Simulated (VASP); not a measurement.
Write the native input for VASP 6.6.1 that does the following.

- Task: single point
- Functional: PBE
- Potentials or basis: VASP PAW PBE potentials, release 64 (Bi_d, Te)
- Cutoff: 520 eV
- k mesh: 16 × 16 × 16
- Occupations: gaussian, width 0.15 eV
- Spin: no spin polarisation
- Dipole correction: no
- Further INCAR settings: ALGO = Normal; EDIFF = 1e-06; NBANDS = 18

The structure of BiTe lies in POSCAR:

```
BiTe
1.0
    0.0731518686      3.2511941619      3.2511941619
    3.2511941619      0.0731518686      3.2511941619
    3.3243460305      3.3243460305      0.0000000000
Bi Te
1 1
Direct
    0.0000000000      0.0000000000      0.0000000000
    0.5000000000      0.5000000000      0.5000000000
```

This cell differs from its parent crystal: strain +0.0450 x Voigt [0, 0, 0, 0, 0, 1].

The input as run:

INCAR

```
PREC = Accurate ; ENCUT = 520
EDIFF = 1E-6 ; ISMEAR = 0
SIGMA = 0.15 ; LREAL = F
LASPH = T ; NELM = 60
ALGO = Normal ; ISIF = 2
LWAVE = F ; LCHARG = T
GGA = PE ; LELF = T
LVHAR = T ; NBANDS = 18
```

KPOINTS

```
Automatic mesh
0
Gamma
  16 16 16
```

Potentials or basis: VASP PAW PBE potentials, release 64 (Bi_d, Te).

Command:

```bash
$ cat potpaw_PBE.64/Bi_d/POTCAR potpaw_PBE.64/Te/POTCAR > POTCAR
$ mpirun -np 1 vasp_std > vasp.out
```

It gave:

| Item | Value |
| --- | --- |
| Pressure | -0.1 GPa |
| Band gap on the k mesh | zero (an odd number of electrons rules out a gap without spin polarisation) |

Caveat: the cell differs from its parent crystal (strain +0.0450 x Voigt [0, 0, 0, 0, 0, 1]); spin-orbit coupling is left out, which moves the levels of the heavy elements.

Wall time 15 min on 1 thread of Intel Xeon 8259CL, with other jobs on the host, peak memory 0.82 GiB.
